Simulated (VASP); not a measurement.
Input of a VASP 6.6.1 run:

INCAR

```
SYSTEM = NaTeO3
PREC = Accurate
ENCUT = 520
EDIFF = 1E-7
ISMEAR = -1
SIGMA = 0.1
LREAL = .FALSE.
LASPH = .TRUE.
NELM = 100
ALGO = Normal
ISIF = 2
LWAVE = .FALSE.
LCHARG = .FALSE.
GGA = CA
NBANDS = 24
```

KPOINTS

```
Automatic mesh
0
G
  5 5 5
  0 0 0
```

File POSCAR:

```
NaTeO3
1.0
    3.9714272446      0.0000000000      0.0000000000
    0.0000000000      3.9714272446      0.0000000000
    0.0000000000      0.0000000000      3.9714272446
Na Te O
1 1 3
Direct
    0.0000000000      0.0000000000      0.0000000000
    0.5000000000      0.5000000000      0.5000000000
    0.5000000000      0.5000000000      0.0000000000
    0.0000000000      0.5000000000      0.5000000000
    0.5000000000      0.0000000000      0.5000000000
```

Potentials or basis: VASP PAW LDA potentials, release 64 (Na_pv, Te, O).

The run is started by

```sh
$ cat potpaw_LDA.64/Na_pv/POTCAR potpaw_LDA.64/Te/POTCAR potpaw_LDA.64/O/POTCAR > POTCAR
$ mpirun -np 1 vasp_std > vasp.out
```

**Question.** Estimate the pressure.

**Answer.** 3.6 GPa.

Caveat: an odd number of electrons without spin polarisation forces a metal; a magnetic or distorted state may lie lower.
